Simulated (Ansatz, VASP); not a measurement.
## ZrC in VASP and in Ansatz

File INCAR:

```
ALGO = Normal ; EDIFF = 1E-6
ENCUT = 520 ; GGA = PE
ISIF = 2 ; ISMEAR = 0
LASPH = True ; LCHARG = False
LREAL = False ; LWAVE = False
NBANDS = 15 ; NELM = 100
PREC = Accurate ; SIGMA = 0.15
```

File KPOINTS:

```
k-points
0
Gamma
  18 18 18
```

The input POSCAR:

```
ZrC
1.0
    0.0000000000      2.3502100000      2.3502100000
    2.3502100000      0.0000000000      2.3502100000
    2.3502100000      2.3502100000      0.0000000000
Zr C
1 1
Direct
    0.5000000000      0.5000000000      0.5000000000
    0.0319120419      0.0319120419     -0.0319120419
```

Input for Ansatz:

```yaml
crystal:
  lattice:
    - [0.0, 2.35021, 2.35021]
    - [2.35021, 0.0, 2.35021]
    - [2.35021, 2.35021, 0.0]
  atoms:
    - { symbol: Zr, position: [0.5, 0.5, 0.5] }
    - { symbol: C, position: [0.0319120419, 0.0319120419, -0.0319120419] }
basis:
  ecutwfc: 420
kpoints:
  mp_grid: { grid: [18, 18, 18] }
hamiltonian:
  xc: pbe
scf:
  occupations: { method: gaussian, width: 0.15 }
output:
  forces: true
  stress: true
  eigenvalues: true
```

Change from the starting cell: all C atoms moved -0.150 Å, as atom 2 towards its neighbour atom 1 (Zr) at 2.350 Å.

Alike in both runs: task single point; functional PBE; k mesh 18 × 18 × 18; occupations gaussian, width 0.15 eV; no spin polarisation.

```csv
,VASP,Ansatz
version,VASP 6.6.1,Ansatz 0.2.0
potentials or method,"VASP PAW PBE potentials, release 64 (Zr_sv, C), cutoff 520 eV","scalar-relativistic, plane waves, PAW"
valence electrons in the cell,16,16
```

VASP gave:

```
gap on the k mesh at the Fermi level (eV)                     : none
pressure (GPa)                                                : 3.2
traceless stress, the component that is largest in VASP (GPa) : 4.06
rms of the force components (eV/Å)                            : 0.617
```

**Question.** Estimate Ansatz's values.

**Answer.** gap on the k mesh at the Fermi level (eV): none; pressure (GPa): 3.0; traceless stress, the component that is largest in VASP (GPa): 4.05; rms of the force components (eV/Å): 0.615.

Atom by atom the forces differ by 0.002 eV/Å (rms over components). A gap of «none» marks a metal or a gap that the smearing closes. With one functional, cell and mesh, what is left measures potentials, basis and numerics.
